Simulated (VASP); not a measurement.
# Sc3InC: single point with LDA

The system is Sc3InC.

```
CELL_PARAMETERS angstrom
4.42588 0.00000 0.00000
0.00000 4.42588 0.00000
0.00000 0.00000 4.42588
ATOMIC_POSITIONS crystal
Sc 0.50000 0.00000 0.50000
Sc 0.00000 0.50000 0.50000
Sc 0.50000 0.50000 0.00000
In 0.00000 0.00000 0.00000
C 0.50000 0.50000 0.50000
```

```yaml
Program: VASP 6.6.1
Task: single point
Functional: LDA
Potentials_or_basis: VASP PAW LDA potentials, release 64 (Sc_sv, In_d, C)
Cutoff: 520 eV
k_mesh: 5 × 5 × 5
Occupations: fermi-dirac, width 0.01 eV
Spin: no spin polarisation
```

```yaml
Pressure: 2.8 GPa
Band_gap_on_the_k_mesh: zero (band 25 reaches 5.74 eV, above the bottom of band 26 at 5.73 eV)
```

Levels at points of the mesh, in eV from the Fermi level:
| k point | band 23 | band 24 | band 25 | band 26 | band 27 | band 28 |
| --- | --- | --- | --- | --- | --- | --- |
| (0.00, 0.00, 0.00) | -0.29 | -0.29 | 0.03 | 0.03 | 0.03 | 2.76 |

Run time: 27 s on 1 thread of Intel(R) Xeon(R) Platinum 8375C CPU @ 2.90GHz (Ice Lake), with other jobs on the host, peak memory 0.18 GiB.

Caveat: spin-orbit coupling is left out, which moves the levels of the heavy elements.
